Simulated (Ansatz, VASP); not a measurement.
## TePt in VASP and in Ansatz

```xyz
4
Lattice="1.9669 1.1356 6.5664 -1.9669 1.1356 6.5664 0.0000 -2.2712 6.5664" Properties=species:S:1:pos:R:3 pbc="T T T"
Te    0.0000    0.0000   11.8032
Te    0.0000    0.0000    7.8959
Pt    0.0000    0.0000   17.1366
Pt    0.0000    0.0000    2.5625
```

Alike in both runs: functional LDA; k mesh 12 × 12 × 12; occupations fermi-dirac, width 0.15 eV; no spin polarisation.

Ansatz relaxed the structure, and its values are those at the end. VASP's run is a single point on that final structure, the one shown.

```csv
,VASP,Ansatz
version,VASP 6.6.1,Ansatz 0.2.0
potentials or method,"VASP PAW LDA potentials, release 64 (Te, Pt), cutoff 520 eV","scalar-relativistic, plane waves, PAW"
valence electrons in the cell,32,68
```

Ansatz gave:

| Item | Value |
| --- | --- |
| gap on the k mesh at the Fermi level (eV) | none |
| pressure (GPa) | 0.0 |
| rms of the force components (eV/Å) | 0.000 |

Problem. Which values does VASP return?

Solution. gap on the k mesh at the Fermi level (eV): none; pressure (GPa): 0.2; rms of the force components (eV/Å): 0.014.

LDA's correlation is that of Perdew and Zunger in VASP and of Perdew and Wang (1992) in Ansatz. A gap of «none» marks a metal or a gap that the smearing closes. VASP's potentials hold 32 valence electrons a cell and Ansatz's 68, so a difference there can come from the potentials and not from the codes.

Spin-orbit coupling is off throughout.
